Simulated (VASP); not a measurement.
# GeSbTe3: single point with PBE

GeSbTe3:

```
Ge Sb Te
1.0
     6.42533    0.00000    0.00000
    -3.21267    5.56450    0.00000
     0.00000    0.00000    5.53729
Ge Sb Te
1 1 3
Direct
  0.00000 0.00000 0.50000
  0.00000 0.00000 0.00000
  0.50000 0.00000 0.00000
  0.00000 0.50000 0.00000
  0.50000 0.50000 0.00000
```

The cell was generated, and may not be a known phase.

| Quantity | Value |
| --- | --- |
| Program | VASP 6.6.1 |
| Task | single point |
| Functional | PBE |
| Potentials or basis | VASP PAW PBE potentials, release 64 (Ge_d, Sb, Te) |
| Cutoff | 520 eV |
| k mesh | 6 × 6 × 8 |
| Occupations | gaussian, width 0.1 eV |
| Spin | no spin polarisation |

```json
{"Pressure": "0.0 GPa", "Band gap on the k mesh": "zero (an odd number of electrons rules out a gap without spin polarisation)"}
```

Stress tensor (GPa, compression positive):
```
-0.07  0.00  0.00
 0.00 -0.07  0.00
 0.00  0.00  0.01
```

Levels at points of the mesh, in eV from the Fermi level:
```csv
k point,band 16,band 17,band 18,band 19,band 20,band 21
"(0.00, 0.00, 0.00)",-0.26,-0.26,0.37,0.37,1.36,2.11
"(0.50, 0.00, 0.00)",-1.65,-1.08,-0.97,-0.85,-0.39,0.49
"(0.00, 0.00, 0.50)",-0.59,-0.27,-0.27,1.37,1.45,1.58
"(0.50, 0.00, 0.50)",-1.44,-1.27,-1.00,-0.52,0.78,0.86
```

Run time: 4.6 min on 1 thread of Intel Xeon 8259CL (shared host), peak memory 0.43 GiB.

Caveat: spin-orbit coupling is left out, which moves the levels of the heavy elements.
